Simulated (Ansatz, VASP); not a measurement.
PbS: VASP beside Ansatz

INCAR

```
PREC = Accurate
ENCUT = 520
EDIFF = 1E-7
ISMEAR = -1
SIGMA = 0.01
LREAL = F
LASPH = T
NELM = 60
ALGO = Normal
ISIF = 2
LWAVE = F
LCHARG = F
GGA = CA
NBANDS = 17
```

File KPOINTS:

```
Automatic mesh
0
Gamma
  7 7 7
```

Contents of POSCAR:

```
PbS
1.0
   -0.0593000000      2.9353500000      2.9353500000
    2.9353500000     -0.0593000000      2.9353500000
    2.9353500000      2.9353500000     -0.0593000000
Pb S
1 1
Direct
    0.0000000000      0.0000000000      0.0000000000
    0.5000000000      0.5000000000      0.5000000000
```

Input for Ansatz:

```yaml
crystal:
  lattice:
    - [-0.0593, 2.93535, 2.93535]
    - [2.93535, -0.0593, 2.93535]
    - [2.93535, 2.93535, -0.0593]
  atoms:
    - { symbol: Pb, position: [0.0, 0.0, 0.0] }
    - { symbol: S, position: [0.5, 0.5, 0.5] }
kpoints:
  mp_grid: { grid: [7, 7, 7] }
  band_path:
    path:
      - [0.0, 0.0, 0.0]
      - [0.5, 0.5, 0.5]
      - [0.2551801333, 0.5, 0.7448198667]
      - [-0.2551801333, 0.2551801333, 0.5]
      - [0.0, 0.0, 0.5]
      - [0.0, 0.0, 0.0]
      - [-0.3775900666, 0.0, 0.3775900666]
      - [0.0, 0.3775900666, 0.6224099334]
      - [0.0, 0.5, 0.5]
    npoints: 5
scf:
  occupations: { method: fermi_dirac, width: 0.01 }
hamiltonian:
  xc: lda
  pseudopotentials: { kind: all_electron, lapw: { basis_error: 0.00025 } }
output:
  forces: true
  stress: true
  eigenvalues: true
```

Change from the starting cell: equal xy, yz and zx shear strains of -2 %.

Alike in both runs: task single point; functional LDA; k mesh 7 × 7 × 7; occupations fermi-dirac, width 0.01 eV; no spin polarisation.

```csv
,VASP,Ansatz
version,VASP 6.6.1,Ansatz 0.2.0
potentials or method,"VASP PAW LDA potentials, release 64 (Pb_d, S), cutoff 520 eV","all-electron LAPW, scalar-relativistic"
```

VASP gave:

| Property | Result |
| --- | --- |
| gap on the k mesh at the Fermi level (eV) | 0.69 |
| pressure (GPa) | -2.6 |
| traceless stress, the component that is largest in VASP (GPa) | 0.40 |

**Question.** Which values does Ansatz return?

**Answer.** gap on the k mesh at the Fermi level (eV): 0.70; pressure (GPa): -2.6; traceless stress, the component that is largest in VASP (GPa): 0.40.

LDA's correlation is that of Perdew and Zunger in VASP and of Perdew and Wang (1992) in Ansatz. Ansatz ran all-electron here, and VASP with PAW potentials.

Spin-orbit coupling is off throughout.
